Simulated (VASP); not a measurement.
# ZrSe2 in VASP: single point with PBE+D3(BJ)

Aim: the single point of ZrSe2 with PBE+D3(BJ).

Everything below comes from runs of VASP 6.6.1. Logs are shortened: lines on timing, memory, paths and dates and some standing lists are left out, and cuts for length are marked.

## Step 1: The cell of the first run

The cell holds a slab with vacuum, 12 atoms: a = 3.741 Å, b = 3.741 Å, c = 68.611 Å, α = 90.00°, β = 90.00°, γ = 120.00°.

## Step 2: Single point, PBE+D3(BJ)

The input, INCAR:

```
SYSTEM = ZrSe2
ALGO = Normal ; DIPOL = 0.5 0.5 0.500
EDIFF = 1E-6 ; ENCUT = 400
GGA = PE ; GGA_COMPAT = .FALSE.
IDIPOL = 3 ; ISIF = 2
ISMEAR = 0 ; IVDW = 12
LASPH = .TRUE. ; LCHARG = .FALSE.
LDIPOL = .TRUE. ; LREAL = .FALSE.
LWAVE = .FALSE. ; NBANDS = 60
NELM = 120 ; NELMDL = -8
PREC = Accurate ; SIGMA = 0.01
```

The input, KPOINTS:

```
k-points
0
G
  12 12 1
  0 0 0
```

The input, POSCAR:

```
ZrSe2
1.0
    3.7409547996      0.0000000000      0.0000000000
   -1.8704773998      3.2397618909      0.0000000000
    0.0000000000      0.0000000000     68.6109369578
Se Zr
8 4
Direct
    0.6666666667      0.3333333333      0.3445655335
    0.3333333333      0.6666666667      0.3911521558
    0.6666666667      0.3333333333      0.4327432199
    0.3333333333      0.6666666667      0.4792656719
    0.6666666667      0.3333333333      0.5207343281
    0.3333333333      0.6666666667      0.5672567801
    0.6666666667      0.3333333333      0.6088478442
    0.3333333333      0.6666666667      0.6554344665
    0.0000000000      0.0000000000      0.3678881103
    0.0000000000      0.0000000000      0.4560054949
    0.0000000000      0.0000000000      0.5439945051
    0.0000000000      0.0000000000      0.6321118897
```

Potentials or basis: VASP PAW PBE potentials, release 64 (Se, Zr_sv).

Command:

```bash
> cat potpaw_PBE.64/Se/POTCAR potpaw_PBE.64/Zr_sv/POTCAR > POTCAR
> mpirun -np 1 vasp_std > vasp.out
```

OUTCAR:

```text
SYSTEM = ZrSe2
   EDIFF = 1E-6
   ENCUT = 400
   GGA = PE
   ISIF = 2
   ISMEAR = 0
   IVDW = 12
   LASPH = .TRUE.
   LREAL = .FALSE.
   NELM = 120
   NELMDL = -8
   PREC = Accurate
 IVDW          = 12

 ion  position               nearest neighbor table
   1  0.667  0.333  0.345-   9 2.69   9 2.69   9 2.69
   2  0.333  0.667  0.391-   9 2.69   9 2.69   9 2.69
   3  0.667  0.333  0.433-  10 2.69  10 2.69  10 2.69
   4  0.333  0.667  0.479-  10 2.69  10 2.69  10 2.69
   5  0.667  0.333  0.521-  11 2.69  11 2.69  11 2.69
   6  0.333  0.667  0.567-  11 2.69  11 2.69  11 2.69
   7  0.667  0.333  0.609-  12 2.69  12 2.69  12 2.69
   8  0.333  0.667  0.655-  12 2.69  12 2.69  12 2.69
   9  0.000  0.000  0.368-   2 2.69   2 2.69   2 2.69   1 2.69   1 2.69   1 2.69
  10  0.000  0.000  0.456-   4 2.69   4 2.69   4 2.69   3 2.69   3 2.69   3 2.69
  11  0.000  0.000  0.544-   5 2.69   5 2.69   5 2.69   6 2.69   6 2.69   6 2.69
  12  0.000  0.000  0.632-   7 2.69   7 2.69   7 2.69   8 2.69   8 2.69   8 2.69

  LATTYP: Found a hexagonal cell.
 ALAT       =     3.7409547996
 C/A-ratio  =    18.3404880928

  Lattice vectors:

 A1 = (   3.7409547996,   0.0000000000,   0.0000000000)
 A2 = (  -1.8704773998,   3.2397618909,   0.0000000000)
 A3 = (   0.0000000000,   0.0000000000,  68.6109369578)

Analysis of symmetry for initial positions (statically):
=====================================================================
 Subroutine PRICEL returns:
 Original cell was already a primitive cell.

 Routine SETGRP: Setting up the symmetry group for a
 hexagonal supercell.

 Subroutine GETGRP returns: Found 12 space group operations
 (whereof 12 operations were pure point group operations)
 out of a pool of 24 trial point group operations.

The static configuration has the point symmetry D_3d.

Analysis of symmetry for dynamics (positions and initial velocities):
=====================================================================
 Subroutine PRICEL returns:
 Original cell was already a primitive cell.

 Routine SETGRP: Setting up the symmetry group for a
 hexagonal supercell.

 Subroutine GETGRP returns: Found 12 space group operations
 (whereof 12 operations were pure point group operations)
 out of a pool of 24 trial point group operations.

The dynamic configuration has the point symmetry D_3d.

 Subroutine INISYM returns: Found 12 space group operations
 (whereof 12 operations are pure point group operations),
 and found     1 'primitive' translations

----------------------------------------------------------------------------------------

                                     Primitive cell

  volume of cell :     831.5510

  direct lattice vectors                    reciprocal lattice vectors
     3.740954800  0.000000000  0.000000000     0.267311436  0.154332330  0.000000000
    -1.870477400  3.239761891  0.000000000     0.000000000  0.308664659  0.000000000
     0.000000000  0.000000000 68.610936958     0.000000000  0.000000000  0.014574936

  length of vectors
     3.740954800  3.740954800 68.610936958     0.308664659  0.308664659  0.014574936

  position of ions in fractional coordinates (direct lattice)
     0.666666667  0.333333333  0.344565534
     0.333333333  0.666666667  0.391152156
     0.666666667  0.333333333  0.432743220
     0.333333333  0.666666667  0.479265672
     0.666666667  0.333333333  0.520734328
     0.333333333  0.666666667  0.567256780
     0.666666667  0.333333333  0.608847844
     0.333333333  0.666666667  0.655434466
     0.000000000  0.000000000  0.367888110
     0.000000000  0.000000000  0.456005495
     0.000000000  0.000000000  0.543994505
     0.000000000  0.000000000  0.632111890

  ion indices of the primitive-cell ions
   primitive index   ion index
                 1           1
                 2           2
                 3           3
                 4           4
                 5           5
                 6           6
                 7           7
                 8           8
                 9           9
                10          10
                11          11
                12          12

----------------------------------------------------------------------------------------

 KPOINTS: k-points

Automatic generation of k-mesh.
 Grid dimensions read from file:
 generate k-points for:   12   12    1

 Generating k-lattice:

  Cartesian coordinates                     Fractional coordinates (reciprocal lattice)
     0.022275953  0.012861027  0.000000000     0.083333333 -0.000000000  0.000000000
     0.000000000  0.025722055  0.000000000     0.000000000  0.083333333  0.000000000
     0.000000000  0.000000000  0.014574936     0.000000000  0.000000000  1.000000000

  Length of vectors
     0.025722055  0.025722055  0.014574936

  Shift w.r.t. Gamma in fractional coordinates (k-lattice)
     0.000000000  0.000000000  0.000000000

 Subroutine IBZKPT returns following result:
 ===========================================

 Found     19 irreducible k-points:

 Following reciprocal coordinates:
            Coordinates               Weight
  0.000000  0.000000  0.000000      1.000000
  0.083333  0.000000  0.000000      6.000000
  0.166667  0.000000  0.000000      6.000000
  0.250000  0.000000  0.000000      6.000000
  0.333333  0.000000  0.000000      6.000000
  0.416667 -0.000000  0.000000      6.000000
[... 11 lines left out ...]
  0.333333  0.250000  0.000000     12.000000
  0.333333  0.333333  0.000000      2.000000
   k-points           NKPTS =     19   k-points in BZ     NKDIM =     19   number of bands    NBANDS=     60
   number of dos      NEDOS =    301   number of ions     NIONS =     12
   total plane-waves  NPLWV = 258048
   dimension x,y,z NGX =    24 NGY =   24 NGZ =  448
   dimension x,y,z NGXF=    48 NGYF=   48 NGZF=  896
   ions per type =               8   4
   NGX,Y,Z   is equivalent  to a cutoff of  10.67, 10.67, 10.86 a.u.
   NGXF,Y,Z  is equivalent  to a cutoff of  21.33, 21.33, 21.71 a.u.
 SYSTEM =  ZrSe2
   PREC   = accura    normal or accurate (medium, high low for compatibility)
   ISTART =      0    job   : 0-new  1-cont  2-samecut
   ICHARG =      2    charge: 1-file 2-atom 10-const
   ISPIN  =      1    spin polarized calculation?
   LNONCOLLINEAR =      F non collinear calculations
   LSORBIT =      F    spin-orbit coupling
   LASPH  =      T    aspherical Exc in radial PAW
   ENCUT  =  400.0 eV  29.40 Ry    5.42 a.u.   6.10  6.10111.89*2*pi/ulx,y,z
   NELM   =    120;   NELMIN=  2; NELMDL= -8     # of ELM steps
   EDIFF  = 0.1E-05   stopping-criterion for ELM
   LREAL  =      F    real-space projection
   EDIFFG = 0.1E-04   stopping-criterion for IOM
   NSW    =      0    number of steps for IOM
   IBRION =     -1    ionic relax: 0-MD 1-quasi-New 2-CG
   NFREE  =      0    steps in history (QN), initial steepest desc. (CG)
   ISIF   =      2    stress and relaxation
   ISYM   =      2    0-nonsym 1-usesym 2-fastsym
   POTIM  = 0.5000    time-step for ionic-motion
   TEBEG  =    0.0;   TEEND  =   0.0 temperature during run
   PSTRESS=    0.0 pullay stress
   NELECT =      96.0000    total number of electrons
   NUPDOWN=      -1.0000    fix difference up-down
   EMIN   =  10.00;   EMAX   =-10.00  energy-range for DOS
   EFERMI =   0.00;   METHOD = LEGACY
   ISMEAR =     0;   SIGMA  =   0.01  broadening in eV -4-tet -1-fermi 0-gaus
   EFERMI_NEDOS =   21; number of points for ismear=-14 and -15
   IALGO  =     38    algorithm
   IMIX   =      4    mixing-type and parameters
     AMIX     =   0.40;   BMIX     =  1.00
     AMIX_MAG =   1.60;   BMIX_MAG =  1.00
  volume/ion in A,a.u.               =      69.30       467.63
  Fermi-wavevector in a.u.,A,eV,Ry     =   0.797142  1.506380  8.645620  0.635435
  Thomas-Fermi vector in A             =   1.903802
   LORBIT       =      0    0 simple, 1 ext, 2 COOP (PROOUT), +10 PAW based schemes
   GGA     = PE    functional components
   LHFCALC =     F    Hartree Fock is set to
   AEXX    =    0.0000 exact exchange contribution
   IVDW    =    12    specifies the selected vdW correction
   LEPSILON=     F    determine dielectric tensor
   LRPA    =     F    only Hartree local field effects (RPA)
 non-spin polarized calculation
 Gauss-broadening in eV      SIGMA  =   0.01
  energy-cutoff  :      400.00
  volume of cell :      831.55
 maximum number of plane-waves:     15276
   NGX = 13   NGY = 13   NGZ =223

 dipolmoment           0.000000      0.000000     -0.000000 electrons x Angstroem

 number of electron      96.0000006 magnetization

 dipolmoment           0.000000      0.000000      0.000000 electrons x Angstroem

 Free energy of the ion-electron system (eV)
  ---------------------------------------------------
  ext. energy  EPLUGINS =         0.00000000
  ---------------------------------------------------
  free energy    TOTEN  =       -78.18403493 eV

  energy without entropy =      -78.18403493  energy(sigma->0) =      -78.18403493

 E-fermi :  -1.6969     XC(G=0):  -3.6226

 val. band max:       -1.8384255846   @ k =   0.0000   0.0000   0.0000
 cond. band min:      -1.6471066139   @ k =   0.5000   0.0000   0.0000
 fundamental gap:      0.1913189708
 Fermi energy:        -1.6968715621

 k-point     1 :       0.0000    0.0000    0.0000
  band No.  band energies     occupation
      1     -51.3011      2.00000
      2     -51.3011      2.00000
      3     -51.2968      2.00000
      4     -51.2968      2.00000
      5     -29.3592      2.00000
      6     -29.3590      2.00000
[... 1186 lines left out ...]
     59       0.7382      0.00000
     60       0.7382      0.00000

------------------------ aborting loop because EDIFF is reached ----------------------------------------

 vacuum level on the upper side and lower side of the slab       (xc-potential included)        -0.005        -0.005

 Edisp (eV)   -4.44041

 E8    (eV) :    -2.0320

  FORCE on cell =-STRESS in cart. coord.  units (eV):
  Direction    XX          YY          ZZ          XY          YZ          ZX
  --------------------------------------------------------------------------------------
  -------------------------------------------------------------------------------------
  Total       0.05975     0.05975     0.07825     0.00000     0.00000    -0.00000
  in kB       0.11512     0.11512     0.15077     0.00000     0.00000    -0.00000
  external pressure =        0.13 kB  Pullay stress =        0.00 kB

 VOLUME and BASIS-vectors are now :
 -----------------------------------------------------------------------------
  energy-cutoff  :      400.00
  volume of cell :      831.55
      direct lattice vectors                 reciprocal lattice vectors
     3.740954800  0.000000000  0.000000000     0.267311436  0.154332330  0.000000000
    -1.870477400  3.239761891  0.000000000     0.000000000  0.308664659  0.000000000
     0.000000000  0.000000000 68.610936958     0.000000000  0.000000000  0.014574936

 POSITION                                       TOTAL-FORCE (eV/Angst)
 -----------------------------------------------------------------------------------
      1.87048      1.07992     23.64096        -0.000000     -0.000000     -0.020180
     -0.00000      2.15984     26.83732         0.000000      0.000000      0.019869
      1.87048      1.07992     29.69092        -0.000000     -0.000000     -0.020117
     -0.00000      2.15984     32.88287         0.000000     -0.000000      0.020003
      1.87048      1.07992     35.72807        -0.000000      0.000000     -0.020003
     -0.00000      2.15984     38.92002         0.000000      0.000000      0.020117
      1.87048      1.07992     41.77362        -0.000000     -0.000000     -0.019869
     -0.00000      2.15984     44.96997         0.000000      0.000000      0.020180
      0.00000      0.00000     25.24115         0.000000     -0.000000     -0.000096
      0.00000      0.00000     31.28696         0.000000     -0.000000      0.000118
      0.00000      0.00000     37.32397         0.000000      0.000000     -0.000118
      0.00000      0.00000     43.36979         0.000000      0.000000      0.000096
 -----------------------------------------------------------------------------------
    total drift:                               -0.000000      0.000000      0.000000

  FREE ENERGIE OF THE ION-ELECTRON SYSTEM (eV)
  ---------------------------------------------------
  free  energy   TOTEN  =       -82.6244497011 eV

  energy  without entropy=      -82.6244497011  energy(sigma->0) =      -82.62444970

 vacuum level on the upper side and lower side of the slab         3.633         3.633
```

It took 29 min on 1 thread of Intel Xeon Platinum 8259CL at 2.50GHz (Skylake/Cascade Lake), shared host; peak memory 0.85 GiB.

Results:

- Free energy: -82.6244 eV
- Largest force: 0.020 eV/Å
- Band gap on the k mesh: 0.19 eV (least direct gap 1.02 eV)
- Dispersion energy per atom: -0.370 eV

Forces on the atoms (eV/Å):
```
Se   0.000  0.000 -0.020
Se   0.000  0.000  0.020
Se   0.000  0.000 -0.020
Se   0.000  0.000  0.020
Se   0.000  0.000 -0.020
Se   0.000  0.000  0.020
Se   0.000  0.000 -0.020
Se   0.000  0.000  0.020
Zr   0.000  0.000  0.000
Zr   0.000  0.000  0.000
Zr   0.000  0.000  0.000
Zr   0.000  0.000  0.000
```
